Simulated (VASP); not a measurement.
# Be5Zn3Se8 (P1) in VASP: single point with PBEsol

Aim: the single point of Be5Zn3Se8 with PBEsol.

Everything below comes from runs of VASP 6.6.1. Logs are shortened: lines on timing, memory, paths and dates and some standing lists are left out, and cuts for length are marked.

## (1) The cell of the first run

The typed cell holds 64 atoms: a = 10.641 Å, b = 10.641 Å, c = 10.641 Å, α = 90.00°, β = 90.00°, γ = 90.00°.

## (2) Single point, PBEsol

Input file INCAR:

```
ALGO = Normal
EDIFF = 1E-6
ENCUT = 520
GGA = PS
ISIF = 2
ISMEAR = -1
ISYM = 0
LASPH = True
LCHARG = False
LREAL = Auto
LWAVE = False
NBANDS = 226
NELM = 80
PREC = Accurate
SIGMA = 0.05
```

Input file KPOINTS:

```
Automatic mesh
0
Gamma
  1 1 1
  0.25 0.25 0.25
```

Input file POSCAR:

```
Be5Zn3Se8
1.0
   10.6407283399      0.0000000000      0.0000000000
    0.0000000000     10.6407283399      0.0000000000
    0.0000000000      0.0000000000     10.6407283399
Be Zn Se
20 12 32
Direct
    0.9952670000      0.9995930000      0.9980210000
    0.5051410000      0.9965920000      0.4965930000
    0.5010260000      0.4983670000      0.0114390000
    0.5022870000      0.5019380000      0.4893690000
    0.2482250000      0.2476250000      0.0040940000
    0.2522290000      0.7487960000      0.0016060000
    0.2544630000      0.7502960000      0.5006440000
    0.7483840000      0.2477200000      0.0078160000
    0.7448360000      0.2451390000      0.4919530000
    0.7504880000      0.7527480000      0.0021740000
    0.7434300000      0.7506480000      0.4951720000
    0.2475940000      0.9944560000      0.7524920000
    0.2570980000      0.4978770000      0.2474590000
    0.7472460000      0.0018020000      0.2495280000
    0.7513960000      0.9955100000      0.7493150000
    0.7423230000      0.4975590000      0.2498970000
    0.9936920000      0.2497540000      0.2443400000
    0.9991930000      0.7570870000      0.7529130000
    0.5050180000      0.2538010000      0.2504980000
    0.5018520000      0.7440700000      0.2516010000
    0.9937420000      0.9982360000      0.5029820000
    0.0000080000      0.5009710000      0.0071610000
    0.9990230000      0.5025800000      0.4962680000
    0.5021430000      0.0012950000      0.0038460000
    0.2545580000      0.2510950000      0.4950180000
    0.2528400000      0.0022500000      0.2472580000
    0.2545440000      0.5065180000      0.7526470000
    0.7483270000      0.5023440000      0.7506500000
    0.9960130000      0.2438190000      0.7559910000
    0.9975190000      0.7502550000      0.2481520000
    0.5043090000      0.2464380000      0.7512790000
    0.5002570000      0.7522220000      0.7478660000
    0.1139310000      0.1296530000      0.1179310000
    0.1334620000      0.1174330000      0.6321660000
    0.1428160000      0.6254860000      0.1280000000
    0.1240970000      0.6421100000      0.6269700000
    0.6305230000      0.1332870000      0.1353700000
    0.6337960000      0.1132980000      0.6175290000
    0.6265760000      0.6250140000      0.1269200000
    0.6217670000      0.6244590000      0.6066710000
    0.3772810000      0.3708900000      0.1279120000
    0.3875550000      0.3865880000      0.6162900000
    0.3781000000      0.8581080000      0.1260250000
    0.3699110000      0.8838240000      0.6176800000
    0.8646840000      0.3705910000      0.1329910000
    0.8657190000      0.3624220000      0.6154870000
    0.8672010000      0.8838980000      0.1199590000
    0.8643710000      0.8646010000      0.6309990000
    0.3963220000      0.1250640000      0.3722550000
    0.3594210000      0.1220180000      0.8763660000
    0.3758640000      0.6236610000      0.3745690000
    0.3817810000      0.6260950000      0.8938640000
    0.8687100000      0.1294840000      0.3662560000
    0.8622890000      0.1163610000      0.8837570000
    0.8554920000      0.6249330000      0.3709790000
    0.8775740000      0.6403420000      0.8778250000
    0.1238750000      0.3741910000      0.3552580000
    0.1325500000      0.3687050000      0.8827990000
    0.1325740000      0.8683960000      0.3826410000
    0.1248980000      0.8747040000      0.8788830000
    0.6236200000      0.3753460000      0.3735360000
    0.6257810000      0.3751020000      0.8948930000
    0.6247250000      0.8744050000      0.3714320000
    0.6386780000      0.8757640000      0.8755610000
```

Potentials or basis: VASP PAW PBE potentials, release 64 (Be, Zn, Se).

Started as:

```console
cat potpaw_PBE.64/Be/POTCAR potpaw_PBE.64/Zn/POTCAR potpaw_PBE.64/Se/POTCAR > POTCAR
mpirun -np 1 vasp_std > vasp.out
```

OUTCAR:

```text
EDIFF = 1E-6
   ENCUT = 520
   GGA = PS
   ISIF = 2
   ISMEAR = -1
   ISYM = 0
   LASPH = True
   LREAL = Auto
   NELM = 80
   PREC = Accurate

 ion  position               nearest neighbor table
   1  0.995  1.000  0.998-  54 2.24  47 2.25  33 2.27  60 2.30
   2  0.505  0.997  0.497-  49 2.23  38 2.25  63 2.25  44 2.27
   3  0.501  0.498  0.011-  62 2.24  52 2.24  41 2.26  39 2.26
   4  0.502  0.502  0.489-  42 2.20  40 2.21  51 2.23  61 2.24
   5  0.248  0.248  0.004-  58 2.20  50 2.24  33 2.26  41 2.31
   6  0.252  0.749  0.002-  35 2.21  43 2.21  52 2.22  60 2.31
[... 56 lines left out ...]
  63  0.625  0.874  0.371-  11 2.25   2 2.25  14 2.28  20 2.29
  64  0.639  0.876  0.876-  15 2.21  10 2.22  32 2.40  24 2.40

IMPORTANT INFORMATION: All symmetrisations will be switched off!
NOSYMM: (Re-)initialisation of all symmetry stuff for point group C_1.

----------------------------------------------------------------------------------------

                                     Primitive cell

  volume of cell :    1204.7975

  direct lattice vectors                    reciprocal lattice vectors
    10.640728340  0.000000000  0.000000000     0.093978529  0.000000000  0.000000000
     0.000000000 10.640728340  0.000000000     0.000000000  0.093978529  0.000000000
     0.000000000  0.000000000 10.640728340     0.000000000  0.000000000  0.093978529

  length of vectors
    10.640728340 10.640728340 10.640728340     0.093978529  0.093978529  0.093978529

  position of ions in fractional coordinates (direct lattice)
     0.995267000  0.999593000  0.998021000
     0.505141000  0.996592000  0.496593000
     0.501026000  0.498367000  0.011439000
     0.502287000  0.501938000  0.489369000
     0.248225000  0.247625000  0.004094000
     0.252229000  0.748796000  0.001606000
[... 56 lines left out ...]
     0.624725000  0.874405000  0.371432000
     0.638678000  0.875764000  0.875561000

  ion indices of the primitive-cell ions
   primitive index   ion index
                 1           1
                 2           2
                 3           3
                 4           4
                 5           5
                 6           6
[... 56 lines left out ...]
                63          63
                64          64

----------------------------------------------------------------------------------------

 KPOINTS: Automatic mesh

Automatic generation of k-mesh.
 Grid dimensions read from file:
 generate k-points for:    1    1    1

 Generating k-lattice:

  Cartesian coordinates                     Fractional coordinates (reciprocal lattice)
     0.093978529  0.000000000  0.000000000     1.000000000  0.000000000  0.000000000
     0.000000000  0.093978529  0.000000000     0.000000000  1.000000000  0.000000000
     0.000000000  0.000000000  0.093978529     0.000000000  0.000000000  1.000000000

  Length of vectors
     0.093978529  0.093978529  0.093978529

  Shift w.r.t. Gamma in fractional coordinates (k-lattice)
     0.250000000  0.250000000  0.250000000

 Subroutine IBZKPT returns following result:
 ===========================================

 Found      4 irreducible k-points:

 Following reciprocal coordinates:
            Coordinates               Weight
  0.250000  0.250000  0.250000      2.000000
 -0.250000  0.250000  0.250000      2.000000
 -0.250000 -0.250000  0.250000      2.000000
  0.250000 -0.250000  0.250000      2.000000
   k-points           NKPTS =      4   k-points in BZ     NKDIM =      4   number of bands    NBANDS=    226
   number of dos      NEDOS =    301   number of ions     NIONS =     64
   total plane-waves  NPLWV = 512000
   dimension x,y,z NGX =    80 NGY =   80 NGZ =   80
   dimension x,y,z NGXF=   160 NGYF=  160 NGZF=  160
   ions per type =              20  12  32
   NGX,Y,Z   is equivalent  to a cutoff of  12.50, 12.50, 12.50 a.u.
   NGXF,Y,Z  is equivalent  to a cutoff of  25.00, 25.00, 25.00 a.u.
 SYSTEM =  unknown system
   PREC   = accura    normal or accurate (medium, high low for compatibility)
   ISTART =      0    job   : 0-new  1-cont  2-samecut
   ICHARG =      2    charge: 1-file 2-atom 10-const
   ISPIN  =      1    spin polarized calculation?
   LNONCOLLINEAR =      F non collinear calculations
   LSORBIT =      F    spin-orbit coupling
   LASPH  =      T    aspherical Exc in radial PAW
   ENCUT  =  520.0 eV  38.22 Ry    6.18 a.u.  19.78 19.78 19.78*2*pi/ulx,y,z
   NELM   =     80;   NELMIN=  2; NELMDL= -5     # of ELM steps
   EDIFF  = 0.1E-05   stopping-criterion for ELM
   LREAL  =      T    real-space projection
   EDIFFG = 0.1E-04   stopping-criterion for IOM
   NSW    =      0    number of steps for IOM
   IBRION =     -1    ionic relax: 0-MD 1-quasi-New 2-CG
   NFREE  =      0    steps in history (QN), initial steepest desc. (CG)
   ISIF   =      2    stress and relaxation
   ISYM   =      0    0-nonsym 1-usesym 2-fastsym
   POTIM  = 0.5000    time-step for ionic-motion
   TEBEG  =    0.0;   TEEND  =   0.0 temperature during run
   PSTRESS=    0.0 pullay stress
   NELECT =     376.0000    total number of electrons
   NUPDOWN=      -1.0000    fix difference up-down
   EMIN   =  10.00;   EMAX   =-10.00  energy-range for DOS
   EFERMI =   0.00;   METHOD = LEGACY
   ISMEAR =    -1;   SIGMA  =   0.05  broadening in eV -4-tet -1-fermi 0-gaus
   EFERMI_NEDOS =   21; number of points for ismear=-14 and -15
   IALGO  =     38    algorithm
   IMIX   =      4    mixing-type and parameters
     AMIX     =   0.40;   BMIX     =  1.00
     AMIX_MAG =   1.60;   BMIX_MAG =  1.00
  volume/ion in A,a.u.               =      18.82       127.04
  Fermi-wavevector in a.u.,A,eV,Ry     =   1.110451  2.098448 16.777365  1.233102
  Thomas-Fermi vector in A             =   2.247003
   LORBIT       =      0    0 simple, 1 ext, 2 COOP (PROOUT), +10 PAW based schemes
   GGA     = PS    functional components
   LHFCALC =     F    Hartree Fock is set to
   AEXX    =    0.0000 exact exchange contribution
   IVDW    =     0    specifies the selected vdW correction
   LEPSILON=     F    determine dielectric tensor
   LRPA    =     F    only Hartree local field effects (RPA)
 non-spin polarized calculation
  energy-cutoff  :      520.00
  volume of cell :     1204.80
 maximum number of plane-waves:     32390
   NGX = 39   NGY = 39   NGZ = 39

 number of electron     375.9999970 magnetization

 Free energy of the ion-electron system (eV)
  ---------------------------------------------------
  ext. energy  EPLUGINS =         0.00000000
  ---------------------------------------------------
  free energy    TOTEN  =      -268.79366189 eV

  energy without entropy =     -268.79366189  energy(sigma->0) =     -268.79366189

 E-fermi :   3.7920     XC(G=0):  -9.6574

 val. band max:        2.6125872246   @ k =   0.2500  -0.2500   0.2500
 cond. band min:       5.6575089765   @ k =   0.2500   0.2500   0.2500
 fundamental gap:      3.0449217519
 Fermi energy:         3.7919915396

 k-point     1 :       0.2500    0.2500    0.2500
  band No.  band energies     occupation
      1     -10.9118      2.00000
      2     -10.6097      2.00000
      3     -10.5845      2.00000
      4     -10.5445      2.00000
      5     -10.3220      2.00000
      6     -10.2990      2.00000
[... 192 lines left out ...]
    199       6.5635      0.00000
    200       6.6019      0.00000

 k-point     2 :      -0.2500    0.2500    0.2500
  band No.  band energies     occupation
      1     -10.9119      2.00000
      2     -10.6226      2.00000
      3     -10.5672      2.00000
      4     -10.5459      2.00000
      5     -10.3290      2.00000
      6     -10.2969      2.00000
[... 192 lines left out ...]
    199       6.5798      0.00000
    200       6.6035      0.00000

 k-point     3 :      -0.2500   -0.2500    0.2500
  band No.  band energies     occupation
      1     -10.9121      2.00000
      2     -10.6049      2.00000
      3     -10.5887      2.00000
      4     -10.5449      2.00000
      5     -10.3213      2.00000
      6     -10.2994      2.00000
[... 192 lines left out ...]
    199       6.5774      0.00000
    200       6.6440      0.00000

 k-point     4 :       0.2500   -0.2500    0.2500
  band No.  band energies     occupation
      1     -10.9128      2.00000
      2     -10.6112      2.00000
      3     -10.5701      2.00000
      4     -10.5484      2.00000
      5     -10.3354      2.00000
      6     -10.2992      2.00000
[... 192 lines left out ...]
    199       6.5860      0.00000
    200       6.6324      0.00000
 [bands above 200 left out]

------------------------ aborting loop because EDIFF is reached ----------------------------------------

  FORCE on cell =-STRESS in cart. coord.  units (eV):
  Direction    XX          YY          ZZ          XY          YZ          ZX
  --------------------------------------------------------------------------------------
  -------------------------------------------------------------------------------------
  Total        2.3652177      1.6656272      2.1509000      0.0944104     -0.4390512      0.2652248
  in kB        3.1453403      2.2150031      2.8603340      0.1255500     -0.5838639      0.3527042
  external PRESSURE =       2.7402258 kB  Pullay stress =       0.0000000 kB

 VOLUME and BASIS-vectors are now :
 -----------------------------------------------------------------------------
  energy-cutoff  :      520.00
  volume of cell :     1204.80
      direct lattice vectors                 reciprocal lattice vectors
    10.640728340  0.000000000  0.000000000     0.093978529  0.000000000  0.000000000
     0.000000000 10.640728340  0.000000000     0.000000000  0.093978529  0.000000000
     0.000000000  0.000000000 10.640728340     0.000000000  0.000000000  0.093978529

 POSITION                                       TOTAL-FORCE (eV/Angst)
 -----------------------------------------------------------------------------------
     10.59037     10.63640     10.61967         0.018980      0.017685      0.011799
      5.37507     10.60446      5.28411         0.016672      0.011024      0.028692
      5.33128      5.30299      0.12172         0.025244      0.021415      0.022494
      5.34470      5.34099      5.20724         0.011456      0.017025      0.012001
      2.64129      2.63491      0.04356         0.033693      0.013304      0.026697
      2.68390      7.96773      0.01709         0.009047      0.017935      0.007646
[... 56 lines left out ...]
      6.64753      9.30431      3.95231        -0.030543     -0.014801     -0.042425
      6.79600      9.31877      9.31661         0.016588     -0.033981     -0.035266
 -----------------------------------------------------------------------------------
    total drift:                                0.026941     -0.030790      0.060102

  FREE ENERGIE OF THE ION-ELECTRON SYSTEM (eV)
  ---------------------------------------------------
  free  energy   TOTEN  =      -268.7936618875 eV

  energy  without entropy=     -268.7936618874  energy(sigma->0) =     -268.79366189
```

Run time: 46 min. Hardware: 1 thread of Oxide Virtual Turin-like, shared host; peak memory 1.4 GiB.

Results:

- Free energy: -268.7937 eV
- Pressure: 0.3 GPa
- Largest force: 0.075 eV/Å
- Band gap on the k mesh: 3.04 eV (least direct gap 3.07 eV)

Forces on the atoms (eV/Å):
```
Be   0.019  0.018  0.012
Be   0.017  0.011  0.029
Be   0.025  0.021  0.022
Be   0.011  0.017  0.012
Be   0.034  0.013  0.027
Be   0.009  0.018  0.008
Be   0.021  0.019  0.013
Be   0.031  0.020  0.008
Be   0.002  0.002  0.014
Be   0.010  0.019  0.025
Be   0.020  0.004  0.026
Be   0.014  0.013  0.012
Be   0.019  0.018  0.041
Be   0.024  0.007  0.020
Be   0.010  0.026  0.013
Be   0.005  0.009  0.010
Be   0.022  0.005  0.010
Be   0.029  0.021  0.019
Be   0.012  0.037  0.027
Be   0.013  0.030  0.017
Zn  -0.013 -0.015 -0.020
Zn  -0.005 -0.015 -0.018
Zn  -0.017 -0.020 -0.014
Zn  -0.016 -0.001 -0.009
Zn  -0.019 -0.010 -0.022
Zn  -0.010 -0.005 -0.021
Zn  -0.014 -0.016 -0.005
Zn  -0.010 -0.014 -0.021
Zn  -0.019 -0.007 -0.023
Zn  -0.016 -0.026 -0.005
Zn  -0.019 -0.015 -0.009
Zn  -0.003 -0.018 -0.018
Se  -0.021  0.021 -0.013
Se   0.018 -0.020  0.001
Se   0.015 -0.029 -0.032
Se  -0.031  0.019 -0.025
Se  -0.041 -0.040 -0.037
Se   0.022 -0.026 -0.009
Se  -0.008 -0.025 -0.031
Se   0.034  0.039 -0.015
Se  -0.014 -0.044 -0.025
Se   0.008  0.011 -0.003
Se   0.024  0.000  0.033
Se  -0.015  0.023 -0.022
Se  -0.012 -0.017  0.009
Se   0.042  0.041  0.046
Se  -0.027  0.017 -0.013
Se  -0.007 -0.014  0.015
Se  -0.004 -0.031 -0.035
Se  -0.006  0.023  0.030
Se  -0.029 -0.030 -0.020
Se  -0.031 -0.024  0.012
Se  -0.013  0.008 -0.010
Se  -0.021 -0.005  0.018
Se   0.004  0.036  0.030
Se  -0.031  0.019 -0.030
Se   0.033  0.018 -0.004
Se   0.005 -0.009  0.018
Se   0.007 -0.017  0.033
Se  -0.019 -0.022 -0.004
Se  -0.028 -0.017 -0.022
Se  -0.026 -0.026  0.003
Se  -0.031 -0.015 -0.042
Se   0.017 -0.034 -0.035
```

Stress tensor (GPa, compression positive):
```
 0.31  0.01  0.04
 0.01  0.22 -0.06
 0.04 -0.06  0.29
```

Caveat: the PAW data sets were made with another functional, which shifts forces and pressure a little; a shifted mesh leaves out Γ, where band edges can lie. A k mesh can miss the band edges.
